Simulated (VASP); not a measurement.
# InSe3 (Pm-3m) in VASP: a series of runs, part 2 of 2

VASP 6.6.1. Earlier steps stand in the parts before.

### Step 3. Single point, PBE

INCAR reads:

```
SYSTEM = InSe3
PREC     = Accurate       ! precision mode
ENCUT    = 520            ! plane-wave cutoff, eV
EDIFF    = 1E-7           ! SCF threshold, eV
ISMEAR   = 0              ! smearing method
SIGMA    = 0.1            ! smearing width, eV
LREAL    = .FALSE.        ! projectors in reciprocal space
LASPH    = .TRUE.         ! aspherical terms in the spheres
NELM     = 100            ! most SCF steps
ALGO     = Normal         ! electronic algorithm
ISIF     = 2              ! what is computed and relaxed
LWAVE    = .FALSE.        ! write WAVECAR
LCHARG   = .TRUE.         ! write CHGCAR
GGA      = PE             ! functional
LELF     = .TRUE.         ! ELF
LVHAR    = .TRUE.       
NBANDS   = 24             ! bands
```

KPOINTS reads:

```
regular mesh
0
G
  10 10 10
  0 0 0
```

POSCAR reads:

```
InSe3
1.0
    4.4931577722      0.0000000000      0.0000000000
    0.0000000000      4.4931577722      0.0000000000
    0.0000000000      0.0000000000      4.4931577722
In Se
1 3
Direct
    0.0000000000      0.0000000000      0.0000000000
    0.0000000000      0.5000000000      0.5000000000
    0.5000000000      0.0000000000      0.5000000000
    0.5000000000      0.5000000000      0.0000000000
```

Potentials or basis: VASP PAW PBE potentials, release 64 (In_d, Se).

Command:

```bash
$ cat potpaw_PBE.64/In_d/POTCAR potpaw_PBE.64/Se/POTCAR > POTCAR
$ mpirun -np 1 vasp_std > vasp.out
```

OUTCAR:

```text
SYSTEM = InSe3
   PREC = Accurate
   ENCUT = 520
   EDIFF = 1E-7
   ISMEAR = 0
   LREAL = .FALSE.
   LASPH = .TRUE.
   NELM = 100
   ISIF = 2
   GGA = PE

 ion  position               nearest neighbor table
   1  0.000  0.000  0.000-   2 3.18   3 3.18   4 3.18   2 3.18   3 3.18   2 3.18   4 3.18   2 3.18
                             3 3.18   4 3.18   3 3.18   4 3.18
   2  0.000  0.500  0.500-   1 3.18   1 3.18   1 3.18   1 3.18
   3  0.500  0.000  0.500-   1 3.18   1 3.18   1 3.18   1 3.18
   4  0.500  0.500  0.000-   1 3.18   1 3.18   1 3.18   1 3.18

  LATTYP: Found a simple cubic cell.
 ALAT       =     4.4931577722

  Lattice vectors:

 A1 = (   4.4931577722,   0.0000000000,   0.0000000000)
 A2 = (   0.0000000000,   4.4931577722,   0.0000000000)
 A3 = (   0.0000000000,   0.0000000000,   4.4931577722)

Analysis of symmetry for initial positions (statically):
=====================================================================
 Subroutine PRICEL returns:
 Original cell was already a primitive cell.

 Routine SETGRP: Setting up the symmetry group for a
 simple cubic supercell.

 Subroutine GETGRP returns: Found 48 space group operations
 (whereof 48 operations were pure point group operations)
 out of a pool of 48 trial point group operations.

The static configuration has the point symmetry O_h .

Analysis of symmetry for dynamics (positions and initial velocities):
=====================================================================
 Subroutine PRICEL returns:
 Original cell was already a primitive cell.

 Routine SETGRP: Setting up the symmetry group for a
 simple cubic supercell.

 Subroutine GETGRP returns: Found 48 space group operations
 (whereof 48 operations were pure point group operations)
 out of a pool of 48 trial point group operations.

The dynamic configuration has the point symmetry O_h .

 Subroutine INISYM returns: Found 48 space group operations
 (whereof 48 operations are pure point group operations),
[... 119 lines left out ...]
     AMIX     =   0.40;   BMIX     =  1.00
     AMIX_MAG =   1.60;   BMIX_MAG =  1.00
  volume/ion in A,a.u.               =      22.68       153.04
  Fermi-wavevector in a.u.,A,eV,Ry     =   1.144574  2.162930 17.824295  1.310049
  Thomas-Fermi vector in A             =   2.281265
   LORBIT       =      0    0 simple, 1 ext, 2 COOP (PROOUT), +10 PAW based schemes
   GGA     = PE    functional components
   LHFCALC =     F    Hartree Fock is set to
   AEXX    =    0.0000 exact exchange contribution
   IVDW    =     0    specifies the selected vdW correction
   LEPSILON=     F    determine dielectric tensor
   LRPA    =     F    only Hartree local field effects (RPA)
 non-spin polarized calculation
 Gauss-broadening in eV      SIGMA  =   0.10
  energy-cutoff  :      520.00
  volume of cell :       90.71
 maximum number of plane-waves:      2469
 NGX is ok and might be reduce to    36
   NGX = 17   NGY = 17   NGZ = 17

 number of electron      31.0000008 magnetization

 Free energy of the ion-electron system (eV)
  ---------------------------------------------------
  ext. energy  EPLUGINS =         0.00000000
  ---------------------------------------------------
  free energy    TOTEN  =       -11.56815224 eV

  energy without entropy =      -11.54724968  energy(sigma->0) =      -11.55770096

 E-fermi :   5.5561     XC(G=0): -10.2799

 val. band max:        5.5458472218   @ k =   0.2000   0.2000   0.2000
 cond. band min:       5.5682178674   @ k =   0.4000   0.4000   0.3000
 fundamental gap:      0.0223706457
 Fermi energy:         5.5560811103

 k-point     1 :       0.0000    0.0000    0.0000
  band No.  band energies     occupation
      1      -9.3767      2.00000
      2      -8.7909      2.00000
      3      -8.7909      2.00000
      4      -8.7223      2.00000
      5      -8.7223      2.00000
      6      -8.7223      2.00000
[... 637 lines left out ...]
     23      12.8044      0.00000
     24      13.4143      0.00000

 [... further k-points ...]

------------------------ aborting loop because EDIFF is reached ----------------------------------------

  FORCE on cell =-STRESS in cart. coord.  units (eV):
  Direction    XX          YY          ZZ          XY          YZ          ZX
  --------------------------------------------------------------------------------------
  -------------------------------------------------------------------------------------
  Total       -0.0075803     -0.0075803     -0.0075803      0.0000000      0.0000000     -0.0000000
  in kB       -0.1338883     -0.1338883     -0.1338883      0.0000000      0.0000000     -0.0000000
  external PRESSURE =      -0.1338883 kB  Pullay stress =       0.0000000 kB

 VOLUME and BASIS-vectors are now :
 -----------------------------------------------------------------------------
  energy-cutoff  :      520.00
  volume of cell :       90.71
      direct lattice vectors                 reciprocal lattice vectors
     4.493157772  0.000000000  0.000000000     0.222560625  0.000000000  0.000000000
     0.000000000  4.493157772  0.000000000     0.000000000  0.222560625  0.000000000
     0.000000000  0.000000000  4.493157772     0.000000000  0.000000000  0.222560625

 POSITION                                       TOTAL-FORCE (eV/Angst)
 -----------------------------------------------------------------------------------
      0.00000      0.00000      0.00000         0.000000      0.000000      0.000000
      0.00000      2.24658      2.24658         0.000000      0.000000      0.000000
      2.24658      0.00000      2.24658         0.000000      0.000000      0.000000
      2.24658      2.24658      0.00000         0.000000      0.000000      0.000000
 -----------------------------------------------------------------------------------
    total drift:                                0.000000      0.000000      0.000000

  FREE ENERGIE OF THE ION-ELECTRON SYSTEM (eV)
  ---------------------------------------------------
  free  energy   TOTEN  =       -11.5681522384 eV

  energy  without entropy=      -11.5472496850  energy(sigma->0) =      -11.55770096
```

It took 1.7 min on 1 thread of Intel Xeon 8259CL, shared host; peak memory 0.27 GiB.

Results:

```
Free energy            : -11.5682 eV
Pressure               : 0.0 GPa
Band gap on the k mesh : zero (an odd number of electrons rules out a gap without spin polarisation)
```

Caveat: spin-orbit coupling is left out, which moves the levels of the heavy elements.

### Step 4. Relaxation of cell and atoms, PBE

INCAR reads:

```
SYSTEM = InSe3
ALGO = Normal ; EDIFF = 1E-7
EDIFFG = -0.01 ; ENCUT = 600
GGA = PE ; IBRION = 2
ISIF = 3 ; ISMEAR = 0
LASPH = .True. ; LCHARG = .False.
LREAL = .False. ; LWAVE = .False.
NELM = 100 ; NSW = 100
PREC = Accurate ; SIGMA = 0.1
```

KPOINTS reads:

```
k-points
0
Gamma
  10 10 10
  0 0 0
```

POSCAR reads:

```
InSe3
1.0
    4.4902216022      0.0000000000      0.0000000000
    0.0000000000      4.4902216022      0.0000000000
    0.0000000000      0.0000000000      4.4902216022
In Se
1 3
Direct
    0.0000000000      0.0000000000      0.0000000000
    0.0000000000      0.5000000000      0.5000000000
    0.5000000000      0.0000000000      0.5000000000
    0.5000000000      0.5000000000      0.0000000000
```

Command:

```bash
$ cat potpaw_PBE.64/In_d/POTCAR potpaw_PBE.64/Se/POTCAR > POTCAR
$ mpirun -np 1 vasp_std > vasp.out
```

It took 2.6 min on 1 thread of Intel Xeon 8259CL, shared host; peak memory 0.29 GiB.

The run converged. Its results:

```yaml
Free_energy: -11.5682 eV
Relaxed_volume: 22.68 Å³/atom
Relaxed_cell: a = 4.493 Å, b = 4.493 Å, c = 4.493 Å, α = 90.00°, β = 90.00°, γ = 90.00°
Space_group_after_relaxing_to_0.1_Å: Pm-3m (No. 221)
Energy_gained_by_relaxing: 0.0 meV/atom
Ionic_steps: 2
Pressure_after_relaxing: 0.0 GPa
Band_gap_on_the_k_mesh: zero (an odd number of electrons rules out a gap without spin polarisation)
```

Final structure:
```
CELL_PARAMETERS angstrom
4.49333 0.00000 0.00000
0.00000 4.49333 0.00000
0.00000 0.00000 4.49333
ATOMIC_POSITIONS crystal
In 0.00000 0.00000 0.00000
Se 0.00000 0.50000 0.50000
Se 0.50000 0.00000 0.50000
Se 0.50000 0.50000 0.00000
```

Levels at points of the mesh, in eV from the Fermi level:
```tsv
k point	band 14	band 15	band 16	band 17	band 18	band 19
(0.00, 0.00, 0.00)	-1.07	-1.07	0.57	0.57	0.57	5.33
(0.50, 0.00, 0.00)	-2.01	-1.94	0.37	0.37	1.23	2.11
(0.50, 0.50, 0.00)	-2.15	-2.15	-0.18	1.10	1.15	2.11
(0.50, 0.50, 0.50)	1.15	1.15	1.15	1.22	1.22	7.14
```

Caveat: spin-orbit coupling is left out, which moves the levels of the heavy elements.

### Step 5. Overview

```csv
task,cell,k mesh,cutoff (eV),gap on the mesh (eV),pressure (GPa)
single point,"a = 4.490 Å, 4 atoms",4 × 4 × 4,520,none,0.3
single point,"a = 4.493 Å, 4 atoms",10 × 10 × 10,520,none,0.0
relaxation of cell and atoms,"relaxed from a = 4.490 Å, 4 atoms",10 × 10 × 10,600,none,0.0
```

Alike in all rows: level PBE; potentials or basis VASP PAW PBE potentials, release 64 (In_d, Se); no spin polarisation; smearing gaussian 0.1 eV.

Caveats: spin-orbit coupling is left out, which moves the levels of the heavy elements.

Absolute energies hang on the potentials; compare differences alone.
